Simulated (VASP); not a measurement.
# Cu (Cmcm) in VASP: a series of runs

Cu is run at these levels: PBEsol; tasks: single point.

Everything below comes from runs of VASP 6.6.1. Logs are shortened: lines on timing, memory, paths and dates and some standing lists are left out, and cuts for length are marked.

### Step 1. The cell of the first run

It takes space group Cmcm (No. 63, orthorhombic). Conventional cell: a = 2.437 Å, b = 7.953 Å, c = 2.475 Å, α = 90.00°, β = 90.00°, γ = 90.00°. Cu (site symmetry m2m) has 10 Cu at 2.44 to 2.54 Å within 3.2 Å.

### Step 2. Single point, PBEsol

INCAR

```
PREC     = Accurate       # precision mode
ENCUT    = 520            # plane-wave cutoff, eV
EDIFF    = 1E-7           # SCF threshold, eV
ISMEAR   = 0              # smearing method
SIGMA    = 0.15           # smearing width, eV
LREAL    = F              # projectors in reciprocal space
LASPH    = T              # aspherical terms in the spheres
NELM     = 100            # most SCF steps
ALGO     = Normal         # electronic algorithm
ISIF     = 2              # what is computed and relaxed
LWAVE    = F              # write WAVECAR
LCHARG   = T              # write CHGCAR
GGA      = PS             # functional
LELF     = T              # ELF
LVHAR    = T            
NBANDS   = 18             # bands
```

KPOINTS

```
Automatic mesh
0
Gamma
  20 20 20
```

POSCAR

```
Cu
1.0
    1.2184636900     -3.9763780104      0.0000000000
    1.2184636900      3.9763780104      0.0000000000
    0.0000000000      0.0000000000      2.4754955235
Cu
2
Direct
    0.1338666500      0.8661333500      0.2500000000
    0.8661333500      0.1338666500      0.7500000000
```

Potentials or basis: VASP PAW PBE potentials, release 64 (Cu).

The run is started by

```sh
cat potpaw_PBE.64/Cu/POTCAR > POTCAR
mpirun -np 1 vasp_std > vasp.out
```

OUTCAR:

```text
PREC = Accurate
   ENCUT = 520
   EDIFF = 1E-7
   ISMEAR = 0
   LREAL = F
   LASPH = T
   NELM = 100
   ISIF = 2
   GGA = PS

 ion  position               nearest neighbor table
   1  0.134  0.866  0.250-   2 2.46   2 2.46   2 2.54   2 2.54   2 2.54   2 2.54
   2  0.866  0.134  0.750-   1 2.46   1 2.46   1 2.54   1 2.54   1 2.54   1 2.54

  LATTYP: Found a base centered orthorhombic cell.
 ALAT       =     2.4369273800
 B/A-ratio  =     3.2634357864
 C/A-ratio  =     1.0158265461

  Lattice vectors:

 A1 = (   1.2184636900,  -3.9763780104,   0.0000000000)
 A2 = (   1.2184636900,   3.9763780104,   0.0000000000)
 A3 = (   0.0000000000,   0.0000000000,   2.4754955235)

Analysis of symmetry for initial positions (statically):
=====================================================================
 Subroutine PRICEL returns:
 Original cell was already a primitive cell.

 Routine SETGRP: Setting up the symmetry group for a
 base centered orthorhombic supercell.

 Subroutine GETGRP returns: Found  8 space group operations
 (whereof  4 operations were pure point group operations)
 out of a pool of  8 trial point group operations.

The static configuration has the point symmetry C_2h.
 The point group associated with its full space group is D_2h.

Analysis of symmetry for dynamics (positions and initial velocities):
=====================================================================
 Subroutine PRICEL returns:
 Original cell was already a primitive cell.

 Routine SETGRP: Setting up the symmetry group for a
 base centered orthorhombic supercell.

 Subroutine GETGRP returns: Found  8 space group operations
 (whereof  4 operations were pure point group operations)
 out of a pool of  8 trial point group operations.

The dynamic configuration has the point symmetry C_2h.
 The point group associated with its full space group is D_2h.

 Subroutine INISYM returns: Found  8 space group operations
 (whereof  4 operations are pure point group operations),
 and found     1 'primitive' translations

----------------------------------------------------------------------------------------

                                     Primitive cell

  volume of cell :      23.9879

  direct lattice vectors                    reciprocal lattice vectors
     1.218463690 -3.976378010  0.000000000     0.410352811 -0.125742572  0.000000000
     1.218463690  3.976378010  0.000000000     0.410352811  0.125742572  0.000000000
     0.000000000  0.000000000  2.475495523     0.000000000  0.000000000  0.403959527

  length of vectors
     4.158874348  4.158874348  2.475495523     0.429186001  0.429186001  0.403959527

  position of ions in fractional coordinates (direct lattice)
     0.133866650  0.866133350  0.250000000
     0.866133350  0.133866650  0.750000000

  ion indices of the primitive-cell ions
   primitive index   ion index
                 1           1
                 2           2

----------------------------------------------------------------------------------------

 KPOINTS: Automatic mesh

Automatic generation of k-mesh.
 Grid dimensions read from file:
 generate k-points for:   20   20   20

 Generating k-lattice:

  Cartesian coordinates                     Fractional coordinates (reciprocal lattice)
     0.020517641 -0.006287129  0.000000000     0.050000000 -0.000000000  0.000000000
     0.020517641  0.006287129  0.000000000    -0.000000000  0.050000000  0.000000000
     0.000000000  0.000000000  0.020197976     0.000000000  0.000000000  0.050000000

  Length of vectors
     0.021459300  0.021459300  0.020197976

  Shift w.r.t. Gamma in fractional coordinates (k-lattice)
     0.000000000  0.000000000  0.000000000

 Subroutine IBZKPT returns following result:
 ===========================================

 Found   1221 irreducible k-points:

 Following reciprocal coordinates:
            Coordinates               Weight
  0.000000  0.000000  0.000000      1.000000
  0.050000  0.000000  0.000000      4.000000
  0.100000  0.000000  0.000000      4.000000
  0.150000  0.000000  0.000000      4.000000
  0.200000  0.000000  0.000000      4.000000
  0.250000  0.000000  0.000000      4.000000
[... 16 lines left out ...]
 -0.400000  0.050000  0.000000      4.000000
 -0.350000  0.050000  0.000000      4.000000
 [... further k-points ...]
   k-points           NKPTS =   1221   k-points in BZ     NKDIM =   1221   number of bands    NBANDS=     18
   number of dos      NEDOS =    301   number of ions     NIONS =      2
   total plane-waves  NPLWV =  18432
   dimension x,y,z NGX =    32 NGY =   32 NGZ =   18
   dimension x,y,z NGXF=    64 NGYF=   64 NGZF=   36
   ions per type =               2
   NGX,Y,Z   is equivalent  to a cutoff of  12.79, 12.79, 12.09 a.u.
   NGXF,Y,Z  is equivalent  to a cutoff of  25.58, 25.58, 24.18 a.u.
 SYSTEM =  unknown system
   PREC   = accura    normal or accurate (medium, high low for compatibility)
   ISTART =      0    job   : 0-new  1-cont  2-samecut
   ICHARG =      2    charge: 1-file 2-atom 10-const
   ISPIN  =      1    spin polarized calculation?
   LNONCOLLINEAR =      F non collinear calculations
   LSORBIT =      F    spin-orbit coupling
   LASPH  =      T    aspherical Exc in radial PAW
   ENCUT  =  520.0 eV  38.22 Ry    6.18 a.u.   7.73  7.73  4.60*2*pi/ulx,y,z
   NELM   =    100;   NELMIN=  2; NELMDL= -5     # of ELM steps
   EDIFF  = 0.1E-06   stopping-criterion for ELM
   LREAL  =      F    real-space projection
   EDIFFG = 0.1E-05   stopping-criterion for IOM
   NSW    =      0    number of steps for IOM
   IBRION =     -1    ionic relax: 0-MD 1-quasi-New 2-CG
   NFREE  =      0    steps in history (QN), initial steepest desc. (CG)
   ISIF   =      2    stress and relaxation
   ISYM   =      2    0-nonsym 1-usesym 2-fastsym
   POTIM  = 0.5000    time-step for ionic-motion
   TEBEG  =    0.0;   TEEND  =   0.0 temperature during run
   PSTRESS=    0.0 pullay stress
   NELECT =      22.0000    total number of electrons
   NUPDOWN=      -1.0000    fix difference up-down
   EMIN   =  10.00;   EMAX   =-10.00  energy-range for DOS
   EFERMI =   0.00;   METHOD = LEGACY
   ISMEAR =     0;   SIGMA  =   0.15  broadening in eV -4-tet -1-fermi 0-gaus
   EFERMI_NEDOS =   21; number of points for ismear=-14 and -15
   IALGO  =     38    algorithm
   IMIX   =      4    mixing-type and parameters
     AMIX     =   0.40;   BMIX     =  1.00
     AMIX_MAG =   1.60;   BMIX_MAG =  1.00
  volume/ion in A,a.u.               =      11.99        80.94
  Fermi-wavevector in a.u.,A,eV,Ry     =   1.590566  3.005733 34.421366  2.529899
  Thomas-Fermi vector in A             =   2.689241
   LORBIT       =      0    0 simple, 1 ext, 2 COOP (PROOUT), +10 PAW based schemes
   GGA     = PS    functional components
   LHFCALC =     F    Hartree Fock is set to
   AEXX    =    0.0000 exact exchange contribution
   IVDW    =     0    specifies the selected vdW correction
   LEPSILON=     F    determine dielectric tensor
   LRPA    =     F    only Hartree local field effects (RPA)
 non-spin polarized calculation
 Gauss-broadening in eV      SIGMA  =   0.15
  energy-cutoff  :      520.00
  volume of cell :       23.99
 maximum number of plane-waves:       672
   NGX = 15   NGY = 15   NGZ =  9

 number of electron      21.9999988 magnetization

 Free energy of the ion-electron system (eV)
  ---------------------------------------------------
  ext. energy  EPLUGINS =         0.00000000
  ---------------------------------------------------
  free energy    TOTEN  =        -8.30457726 eV

  energy without entropy =       -8.29786559  energy(sigma->0) =       -8.30122142

 E-fermi :   7.1827     XC(G=0): -12.7838

 val. band max:        7.1826331276   @ k =   0.5000   0.0500   0.2000
 cond. band min:       7.1860826303   @ k =  -0.1500   0.1000   0.5000
 fundamental gap:      0.0034495026
 Fermi energy:         7.1827245080

 k-point     1 :       0.0000    0.0000    0.0000
  band No.  band energies     occupation
      1      -2.0682      2.00000
      2       2.2391      2.00000
      3       2.9999      2.00000
      4       3.4804      2.00000
      5       4.1905      2.00000
      6       4.4547      2.00000
[... 10 lines left out ...]
     17      26.7711      0.00000
     18      28.7482      0.00000

 k-point     2 :       0.0500    0.0000    0.0000
  band No.  band energies     occupation
      1      -1.9958      2.00000
      2       2.2670      2.00000
      3       3.0272      2.00000
      4       3.5055      2.00000
      5       4.1988      2.00000
      6       4.4523      2.00000
[... 10 lines left out ...]
     17      27.1752      0.00000
     18      30.1080      0.00000

 k-point     3 :       0.1000    0.0000    0.0000
  band No.  band energies     occupation
      1      -1.7804      2.00000
      2       2.3456      2.00000
      3       3.1069      2.00000
      4       3.5790      2.00000
      5       4.2229      2.00000
      6       4.4400      2.00000
[... 10 lines left out ...]
     17      27.4331      0.00000
     18      30.6490      0.00000

 k-point     4 :       0.1500    0.0000    0.0000
  band No.  band energies     occupation
      1      -1.4273      2.00000
      2       2.4604      2.00000
      3       3.2296      2.00000
      4       3.6912      2.00000
      5       4.2598      2.00000
      6       4.3111      2.00000
[... 375 lines left out ...]
      4       3.9987      2.00000
      5       4.1859      2.00000
      6       4.4533      2.00000
[... 10 lines left out ...]
     17      27.7446      0.00000
     18      29.1754      0.00000

 k-point    23 :      -0.4000    0.0500    0.0000
  band No.  band energies     occupation
      1       1.1156      2.00000
      2       2.6890      2.00000
      3       3.4300      2.00000
      4       3.7969      2.00000
      5       4.1882      2.00000
      6       4.4468      2.00000
[... 10 lines left out ...]
     17      26.5682      0.00000
     18      28.8261      0.00000

 k-point    24 :      -0.3500    0.0500    0.0000
  band No.  band energies     occupation
      1       0.4441      2.00000
      2       2.7181      2.00000
      3       3.4608      2.00000
      4       3.6226      2.00000
      5       4.1944      2.00000
      6       4.4245      2.00000
[... 10 lines left out ...]
     17      28.0429      0.00000
     18      28.6823      0.00000

 [... further k-points ...]

------------------------ aborting loop because EDIFF is reached ----------------------------------------

  FORCE on cell =-STRESS in cart. coord.  units (eV):
  Direction    XX          YY          ZZ          XY          YZ          ZX
  --------------------------------------------------------------------------------------
  -------------------------------------------------------------------------------------
  Total       -0.1140449     -0.1628710     -0.0862651      0.0000000      0.0000000      0.0000000
  in kB       -7.6171769    -10.8783256     -5.7617340      0.0000000      0.0000000      0.0000000
  external PRESSURE =      -8.0857455 kB  Pullay stress =       0.0000000 kB

 VOLUME and BASIS-vectors are now :
 -----------------------------------------------------------------------------
  energy-cutoff  :      520.00
  volume of cell :       23.99
      direct lattice vectors                 reciprocal lattice vectors
     1.218463690 -3.976378010  0.000000000     0.410352811 -0.125742572  0.000000000
     1.218463690  3.976378010  0.000000000     0.410352811  0.125742572  0.000000000
     0.000000000  0.000000000  2.475495523     0.000000000  0.000000000  0.403959527

 POSITION                                       TOTAL-FORCE (eV/Angst)
 -----------------------------------------------------------------------------------
      1.21846      2.91177      0.61887         0.000000     -0.004860      0.000000
      1.21846     -2.91177      1.85662         0.000000      0.004860     -0.000000
 -----------------------------------------------------------------------------------
    total drift:                                0.000000      0.000000      0.000000

  FREE ENERGIE OF THE ION-ELECTRON SYSTEM (eV)
  ---------------------------------------------------
  free  energy   TOTEN  =        -8.3045772579 eV

  energy  without entropy=       -8.2978655872  energy(sigma->0) =       -8.30122142
```

Run time: 5.7 min. Hardware: 1 thread of Intel Xeon Platinum 8259CL at 2.50GHz (Skylake/Cascade Lake), shared host; peak memory 0.52 GiB.

What came out:

```
Free energy            : -8.3046 eV
Pressure               : -0.8 GPa
Largest force          : 0.005 eV/Å
Band gap on the k mesh : zero (band 11 reaches 11.20 eV, above the bottom of band 12 at 5.58 eV)
```

Forces on the atoms (eV/Å):
```
Cu   0.000 -0.005  0.000
Cu   0.000  0.005  0.000
```

Caveat: the PAW data sets were made with another functional, which shifts forces and pressure a little.

### Step 3. Single point, PBEsol

INCAR

```
SYSTEM = Cu
PREC = Accurate
ENCUT = 520
EDIFF = 1E-7
ISMEAR = 0
SIGMA = 0.15
LREAL = .False.
LASPH = .True.
NELM = 80
ALGO = Fast
ISIF = 2
LWAVE = .False.
LCHARG = .False.
GGA = PS
NBANDS = 18
```

KPOINTS

```
Automatic mesh
0
Gamma
  22 22 22
  0 0 0
```

POSCAR is that of step 2.

Potentials or basis: VASP PAW PBE potentials, release 64 (Cu).

The run is started by

```sh
cat potpaw_PBE.64/Cu/POTCAR > POTCAR
mpirun -np 1 vasp_std > vasp.out
```

Wall time 10 min (1 thread of Intel Xeon Platinum 8259CL at 2.50GHz (Skylake/Cascade Lake), shared host); peak memory 0.63 GiB.

The run converged. Its results:

```
Free energy            : -8.3049 eV
Pressure               : -0.7 GPa
Largest force          : 0.004 eV/Å
Band gap on the k mesh : zero (band 11 reaches 11.20 eV, above the bottom of band 12 at 5.58 eV)
```

Forces in eV/Å, atoms in the order of the input:
```
Cu   0.000 -0.004  0.000
Cu   0.000  0.004  0.000
```

Stress tensor (GPa, compression positive):
```
-0.67  0.00  0.00
 0.00 -0.93  0.00
 0.00  0.00 -0.54
```

Levels at points of the mesh, in eV from the Fermi level:
```csv
k point,band 8,band 9,band 10,band 11,band 12,band 13,band 14,band 15
"(0.00, 0.00, 0.00)",-1.99,-1.80,-1.66,-1.41,-0.06,4.81,14.74,18.39
"(0.50, 0.00, 0.00)",-2.47,-2.09,-1.62,-0.45,1.30,2.53,6.89,12.89
"(0.50, 0.50, 0.00)",-2.28,-2.26,-1.89,-1.56,-1.49,13.62,15.29,15.56
"(0.00, 0.00, 0.50)",-2.69,-1.68,-1.68,0.01,0.01,8.20,8.20,9.42
"(0.50, 0.00, 0.50)",-1.79,-1.24,-1.24,3.71,3.71,7.49,7.49,9.67
"(0.50, 0.50, 0.50)",-1.95,-1.52,-1.52,-0.95,-0.95,3.71,3.71,17.90
```

Caveat: the PAW data sets were made with another functional, which shifts forces and pressure a little.
